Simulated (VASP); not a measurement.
Here is a VASP 6.6.1 calculation.

Contents of POSCAR:

```
GaAs
1.0
    0.0000000000      2.8330831910      2.8330831910
    2.8330831910      0.0000000000      2.8330831910
    2.8330831910      2.8330831910      0.0000000000
Ga As
1 1
Direct
    0.0000000000      0.0000000000      0.0000000000
    0.2500000000      0.2500000000      0.2500000000
```

INCAR.step1

```
PREC = Accurate ; ENCUT = 400
EDIFF = 1E-5 ; ISMEAR = 0
SIGMA = 0.01 ; LREAL = F
LASPH = T ; NELM = 120
ALGO = Normal ; ISIF = 2
LWAVE = T ; LCHARG = F
NBANDS = 21 ; GGA = PE
GGA_COMPAT = F
```

File INCAR.step2:

```
PREC = Accurate ; ENCUT = 400
EDIFF = 1E-6 ; ISMEAR = 0
SIGMA = 0.01 ; LREAL = F
LASPH = T ; NELM = 120
ALGO = Normal ; ISIF = 2
LWAVE = F ; LCHARG = F
GGA = PE ; LHFCALC = T
AEXX = 0.35 ; PRECFOCK = Normal
NBANDS = 21 ; ISTART = 1
GGA_COMPAT = F
```

KPOINTS

```
regular mesh
0
Gamma
  4 4 4
```

Potentials or basis: VASP PAW PBE potentials, release 64 (Ga_d, As_d).

Run with:

```bash
$ cat potpaw_PBE.64/Ga_d/POTCAR potpaw_PBE.64/As_d/POTCAR > POTCAR
$ cp INCAR.step1 INCAR
$ mpirun -np 1 vasp_std > vasp.out
$ cp INCAR.step2 INCAR
$ mpirun -np 1 vasp_std > vasp.out
```

Question: Estimate the pressure.

Answer: -0.5 GPa.

Question: What does it give for the band gap on the k mesh?

Answer: 2.82 eV.

Caveat: the k points lie up to 0.48 Å⁻¹ apart; the PAW data sets were made with another functional, which shifts forces and pressure a little. A k mesh can miss the band edges.
